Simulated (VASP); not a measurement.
A run of VASP 6.6.1:

INCAR

```
SYSTEM = WS2
PREC     = Accurate       ! precision mode
ENCUT    = 520            ! plane-wave cutoff, eV
EDIFF    = 1E-6           ! SCF threshold, eV
ISMEAR   = 0              ! smearing method
SIGMA    = 0.02           ! smearing width, eV
LREAL    = .False.        ! projectors in reciprocal space
LASPH    = .True.         ! aspherical terms in the spheres
NELM     = 60             ! most SCF steps
ALGO     = Normal         ! electronic algorithm
ISIF     = 2              ! what is computed and relaxed
LWAVE    = .False.        ! write WAVECAR
LCHARG   = .False.        ! write CHGCAR
GGA      = PE             ! functional
IVDW     = 12             ! dispersion correction
NBANDS   = 35             ! bands
```

KPOINTS

```
regular mesh
0
Gamma
  12 12 4
  0 0 0
```

The input POSCAR:

```
WS2
1.0
    3.1541811833      0.0000000000      0.0000000000
   -1.5770905917      2.7316010329      0.0000000000
    0.0000000000      0.0000000000     12.1459218070
W S
2 4
Direct
    0.3333333333      0.6666666667      0.7500000000
    0.6666666667      0.3333333333      0.2500000000
    0.3333333333      0.6666666667      0.1203555233
    0.6666666667      0.3333333333      0.6203555233
    0.3333333333      0.6666666667      0.3796444767
    0.6666666667      0.3333333333      0.8796444767
```

Potentials or basis: VASP PAW PBE potentials, release 64 (W_sv, S).

Launch:

```sh
$ cat potpaw_PBE.64/W_sv/POTCAR potpaw_PBE.64/S/POTCAR > POTCAR
$ mpirun -np 1 vasp_std > vasp.out
```

Hardware: 1 thread of Intel(R) Xeon(R) Platinum 8488C (Sapphire Rapids) (shared host).

Problem. Estimate the wall time of this run.

Solution. Run time: 2.7 min on 1 thread of Intel(R) Xeon(R) Platinum 8488C (Sapphire Rapids), with other jobs on the host, peak memory 0.32 GiB. Counts: scf iterations 16, k points 57.
